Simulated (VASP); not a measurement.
# Si2W (P6_222) in VASP: further runs, part 2 of 2

VASP 6.6.1.

## (3) Single point, PBE

This run uses another cell than the first one, of the same volume but with other edges.

INCAR reads:

```
ALGO = Normal
EDIFF = 1E-6
ENCUT = 520
GGA = PE
ISIF = 2
ISMEAR = 0
LASPH = True
LCHARG = True
LELF = True
LREAL = False
LVHAR = True
LWAVE = False
NBANDS = 43
NELM = 100
PREC = Accurate
SIGMA = 0.03
```

KPOINTS reads:

```
k-points
0
Gamma
  9 9 6
```

POSCAR reads:

```
Si2W
1.0
    4.5199185558      0.0000000000      0.0000000000
   -2.2599592779      3.9143642923      0.0000000000
    0.0000000000      0.0000000000      6.9276791704
Si W
6 3
Direct
    0.8676230516      0.7352461033      0.5000000000
    0.1323769484      0.8676230516      0.8333333333
    0.7352461033      0.8676230516      0.1666666667
    0.1323769484      0.2647538967      0.5000000000
    0.8676230516      0.1323769484      0.8333333333
    0.2647538967      0.1323769484      0.1666666667
    0.0000000000      0.5000000000      0.1666666667
    0.5000000000      0.5000000000      0.8333333333
    0.5000000000      0.0000000000      0.5000000000
```

Potentials or basis: VASP PAW PBE potentials, release 64 (Si, W_sv).

Command:

```console
cat potpaw_PBE.64/Si/POTCAR potpaw_PBE.64/W_sv/POTCAR > POTCAR
mpirun -np 1 vasp_std > vasp.out
```

OUTCAR:

```text
EDIFF = 1E-6
   ENCUT = 520
   GGA = PE
   ISIF = 2
   ISMEAR = 0
   LASPH = True
   LREAL = False
   NELM = 100
   PREC = Accurate

 ion  position               nearest neighbor table
   1  0.868  0.735  0.500-   4 2.07   9 2.49   9 2.49   3 2.53   2 2.53   8 2.73   7 2.73   9 2.88
                             4 2.92   4 2.92   6 2.92   5 2.92
   2  0.132  0.868  0.833-   5 2.07   8 2.49   8 2.49   1 2.53   6 2.53   9 2.73   7 2.73   8 2.88
                             5 2.92   5 2.92   4 2.92   3 2.92
   3  0.735  0.868  0.167-   6 2.07   7 2.49   7 2.49   1 2.53   5 2.53   9 2.73   8 2.73   7 2.88
                             6 2.92   6 2.92   4 2.92   2 2.92
   4  0.132  0.265  0.500-   1 2.07   9 2.49   9 2.49   6 2.53   5 2.53   8 2.73   7 2.73   9 2.88
                             1 2.92   1 2.92   3 2.92   2 2.92
   5  0.868  0.132  0.833-   2 2.07   8 2.49   8 2.49   4 2.53   3 2.53   9 2.73   7 2.73   8 2.88
                             2 2.92   2 2.92   1 2.92   6 2.92
   6  0.265  0.132  0.167-   3 2.07   7 2.49   7 2.49   4 2.53   2 2.53   9 2.73   8 2.73   7 2.88
                             3 2.92   3 2.92   1 2.92   5 2.92
   7  0.000  0.500  0.167-   3 2.49   6 2.49   6 2.49   3 2.49   1 2.73   4 2.73   2 2.73   5 2.73
                             3 2.88   6 2.88   9 3.23   9 3.23   8 3.23   8 3.23
   8  0.500  0.500  0.833-   5 2.49   2 2.49   2 2.49   5 2.49   1 2.73   4 2.73   3 2.73   6 2.73
                             5 2.88   2 2.88   9 3.23   9 3.23   7 3.23   7 3.23
   9  0.500  0.000  0.500-   1 2.49   4 2.49   4 2.49   1 2.49   5 2.73   2 2.73   6 2.73   3 2.73
                             4 2.88   1 2.88   7 3.23   8 3.23   8 3.23   7 3.23

  LATTYP: Found a hexagonal cell.
 ALAT       =     4.5199185558
 C/A-ratio  =     1.5327000000

  Lattice vectors:

 A1 = (   4.5199185558,   0.0000000000,   0.0000000000)
 A2 = (  -2.2599592779,   3.9143642923,   0.0000000000)
 A3 = (   0.0000000000,   0.0000000000,   6.9276791704)

Analysis of symmetry for initial positions (statically):
=====================================================================
 Subroutine PRICEL returns:
[... 168 lines left out ...]
   LEPSILON=     F    determine dielectric tensor
   LRPA    =     F    only Hartree local field effects (RPA)
 non-spin polarized calculation
 Gauss-broadening in eV      SIGMA  =   0.03
  energy-cutoff  :      520.00
  volume of cell :      122.57
 maximum number of plane-waves:      3350
 NGX is ok and might be reduce to    36

 number of electron      65.9999995 magnetization

 Free energy of the ion-electron system (eV)
  ---------------------------------------------------
  ext. energy  EPLUGINS =         0.00000000
  ---------------------------------------------------
  free energy    TOTEN  =       -69.03792233 eV

  energy without entropy =      -69.03669467  energy(sigma->0) =      -69.03730850

 E-fermi :  11.8793     XC(G=0): -12.4302

 val. band max:       11.8510229928   @ k =   0.3333  -0.0000   0.5000
 cond. band min:      11.8814672633   @ k =   0.2222   0.2222   0.0000
 fundamental gap:      0.0304442705
 Fermi energy:        11.8792809866

 k-point     1 :       0.0000    0.0000    0.0000
  band No.  band energies     occupation
      1     -62.1041      2.00000
      2     -62.0941      2.00000
      3     -62.0941      2.00000
      4     -26.5876      2.00000
      5     -26.5876      2.00000
      6     -26.5313      2.00000
[... 1093 lines left out ...]
     42      15.3550      0.00000
     43      15.8434      0.00000

 [... further k-points ...]

------------------------ aborting loop because EDIFF is reached ----------------------------------------

  FORCE on cell =-STRESS in cart. coord.  units (eV):
  Direction    XX          YY          ZZ          XY          YZ          ZX
  --------------------------------------------------------------------------------------
  -------------------------------------------------------------------------------------
  Total       18.9212450     18.9212450     -6.5976352      0.0000000     -0.0000000      0.0000000
  in kB      247.3322082    247.3322082    -86.2420889      0.0000000     -0.0000000      0.0000000
  external PRESSURE =     136.1407758 kB  Pullay stress =       0.0000000 kB

 VOLUME and BASIS-vectors are now :
 -----------------------------------------------------------------------------
  energy-cutoff  :      520.00
  volume of cell :      122.57
      direct lattice vectors                 reciprocal lattice vectors
     4.519918556  0.000000000  0.000000000     0.221242925  0.127734662  0.000000000
    -2.259959278  3.914364292  0.000000000     0.000000000  0.255469324  0.000000000
     0.000000000  0.000000000  6.927679170     0.000000000  0.000000000  0.144348486

 POSITION                                       TOTAL-FORCE (eV/Angst)
 -----------------------------------------------------------------------------------
      2.25996      2.87802      3.46384        -0.000000     -7.293354      0.000000
     -1.36246      3.39619      5.77307         6.316229     -3.646677      0.000000
      1.36246      3.39619      1.15461        -6.316229     -3.646677      0.000000
      0.00000      1.03634      3.46384         0.000000      7.293354      0.000000
      3.62242      0.51817      5.77307        -6.316229      3.646677      0.000000
      0.89750      0.51817      1.15461         6.316229      3.646677     -0.000000
     -1.12998      1.95718      1.15461        -0.000000     -0.000000      0.000000
      1.12998      1.95718      5.77307         0.000000     -0.000000     -0.000000
      2.25996      0.00000      3.46384        -0.000000     -0.000000      0.000000
 -----------------------------------------------------------------------------------
    total drift:                               -0.000000      0.000000     -0.000000

  FREE ENERGIE OF THE ION-ELECTRON SYSTEM (eV)
  ---------------------------------------------------
  free  energy   TOTEN  =       -69.0379223289 eV

  energy  without entropy=      -69.0366946713  energy(sigma->0) =      -69.03730850
```

OSZICAR:

```text
N       E                     dE             d eps       ncg     rms          rms(c)
DAV:   1     0.638420446749E+03    0.63842E+03   -0.35146E+04  4272   0.156E+03
DAV:   2    -0.338145159786E+02   -0.67223E+03   -0.64910E+03  4483   0.446E+02
DAV:   3    -0.718626670840E+02   -0.38048E+02   -0.36622E+02  5139   0.985E+01
DAV:   4    -0.728645369737E+02   -0.10019E+01   -0.98815E+00  5072   0.147E+01
DAV:   5    -0.728853383852E+02   -0.20801E-01   -0.20750E-01  5144   0.226E+00    0.428E+01
DAV:   6    -0.694921480678E+02    0.33932E+01   -0.21357E+01  4999   0.207E+01    0.141E+01
DAV:   7    -0.691572039564E+02    0.33494E+00   -0.29979E+00  4855   0.708E+00    0.909E+00
DAV:   8    -0.690407802998E+02    0.11642E+00   -0.31050E-01  5007   0.304E+00    0.785E-01
DAV:   9    -0.690385566172E+02    0.22237E-02   -0.35732E-02  5670   0.752E-01    0.523E-01
DAV:  10    -0.690379661998E+02    0.59042E-03   -0.18941E-03  4866   0.252E-01    0.174E-01
DAV:  11    -0.690379260741E+02    0.40126E-04   -0.28979E-04  5306   0.808E-02    0.540E-02
DAV:  12    -0.690379276411E+02   -0.15670E-05   -0.63042E-05  5152   0.334E-02    0.289E-02
DAV:  13    -0.690379237501E+02    0.38910E-05   -0.22725E-05  4933   0.243E-02    0.595E-03
DAV:  14    -0.690379223841E+02    0.13660E-05   -0.94211E-07  2677   0.459E-03    0.226E-03
DAV:  15    -0.690379223289E+02    0.55174E-07   -0.18559E-07  2478   0.211E-03
   1 F= -.69037922E+02 E0= -.69037309E+02  d E =-.122766E-02
```

It took 3.9 min on 1 thread of Intel Xeon Platinum 8259CL at 2.50GHz (Skylake/Cascade Lake), shared host; peak memory 0.36 GiB.

Results:

```
Free energy            : -69.0379 eV
Pressure               : 13.6 GPa
Largest force          : 7.293 eV/Å
Band gap on the k mesh : zero (bands 33 and 34 overlap by 0.51 eV)
```

Forces in eV/Å, atoms in the order of the input:
```
Si   0.000 -7.293  0.000
Si   6.316 -3.647  0.000
Si  -6.316 -3.647  0.000
Si   0.000  7.293  0.000
Si  -6.316  3.647  0.000
Si   6.316  3.647  0.000
W    0.000  0.000  0.000
W    0.000  0.000  0.000
W    0.000  0.000  0.000
```

Stress tensor (GPa, compression positive):
```
24.73  0.00  0.00
 0.00 24.73  0.00
 0.00  0.00 -8.62
```

Caveat: the stress differs along the axes, from -9 to 25 GPa; spin-orbit coupling is left out, which moves the levels of the heavy elements; forces of over 1 eV/Å act on the atoms, so gaps and moduli don't describe the material at rest.

## (4) Single point, PBE

This run uses another cell than the first one, of the same volume but with other edges.

INCAR: that of step 3 with these lines changed.

```diff
@@ -7,6 +7,4 @@
 LASPH = True
-LCHARG = True
-LELF = True
+LCHARG = False
 LREAL = False
-LVHAR = True
 LWAVE = False
```

KPOINTS is that of step 3.

POSCAR reads:

```
Si2W
1.0
    4.7172346901      0.0000000000      0.0000000000
   -2.3586173451      4.0852450772      0.0000000000
    0.0000000000      0.0000000000      6.3602475327
Si W
6 3
Direct
    0.8551111253      0.7102222506      0.5000000000
    0.1448888747      0.8551111253      0.8333333333
    0.7102222506      0.8551111253      0.1666666667
    0.1448888747      0.2897777494      0.5000000000
    0.8551111253      0.1448888747      0.8333333333
    0.2897777494      0.1448888747      0.1666666667
    0.0000000000      0.5000000000      0.1666666667
    0.5000000000      0.5000000000      0.8333333333
    0.5000000000      0.0000000000      0.5000000000
```

Command:

```console
cat potpaw_PBE.64/Si/POTCAR potpaw_PBE.64/W_sv/POTCAR > POTCAR
mpirun -np 1 vasp_std > vasp.out
```

Run time: 4.1 min. Hardware: 1 thread of Intel Xeon Platinum 8259CL at 2.50GHz (Skylake/Cascade Lake), shared host; peak memory 0.35 GiB.

Results (log left out):

```
Free energy            : -72.4615 eV
Pressure               : 4.3 GPa
Largest force          : 2.650 eV/Å
Band gap on the k mesh : zero (bands 33 and 34 overlap by 0.55 eV)
```

Forces in eV/Å, atoms in the order of the input:
```
Si   0.000 -2.650  0.000
Si   2.295 -1.325  0.000
Si  -2.295 -1.325  0.000
Si   0.000  2.650  0.000
Si  -2.295  1.325  0.000
Si   2.295  1.325  0.000
W    0.000  0.000  0.000
W    0.000  0.000  0.000
W    0.000  0.000  0.000
```

Stress tensor (GPa, compression positive):
```
 0.35  0.00  0.00
 0.00  0.35  0.00
 0.00  0.00 12.30
```

Levels at points of the mesh, in eV from the Fermi level:
```
           k point  band 29  band 30  band 31  band 32  band 33  band 34  band 35  band 36  band 37  band 38
(0.00, 0.00, 0.00)    -3.45    -3.03    -3.03    -1.92    -0.27     1.33     1.33     1.97     2.17     2.55
(0.00, 0.00, 0.50)    -3.18    -2.43    -2.43    -0.06    -0.06     1.76     1.76     2.07     2.07     2.27
```

Caveat: the stress differs along the axes, from 0 to 12 GPa; spin-orbit coupling is left out, which moves the levels of the heavy elements; forces of over 1 eV/Å act on the atoms, so gaps and moduli don't describe the material at rest.

## (5) Overview

```tsv
cell	gap on the mesh (eV)	pressure (GPa)	largest force (eV/Å)
a = 4.639, b = 4.639, c = 6.576 Å, angles 90.0, 90.0, 120.0°, 9 atoms, atomic positions A	none	0.4	0.83
a = 4.520, b = 4.520, c = 6.928 Å, angles 90.0, 90.0, 120.0°, 9 atoms, atomic positions B	none	13.6	7.29
a = 4.717, b = 4.717, c = 6.360 Å, angles 90.0, 90.0, 120.0°, 9 atoms, atomic positions C	none	4.3	2.65
```

Alike in all rows: task single point; level PBE; potentials or basis VASP PAW PBE potentials, release 64 (Si, W_sv); no spin polarisation; k mesh 9 × 9 × 6; cutoff (eV) 520; smearing gaussian 0.03 eV.

Caveats: spin-orbit coupling is left out, which moves the levels of the heavy elements; forces of over 1 eV/Å act on the atoms, so gaps and moduli don't describe the material at rest (at least some runs); the stress differs along the axes, from -9 to 25 GPa (at least some runs); the stress differs along the axes, from 0 to 12 GPa (at least some runs).

Total energies depend on the potentials used, so only differences within one code and one set of settings carry meaning.

The gap in the log of VASP goes by the Fermi energy; the results here count the filled bands.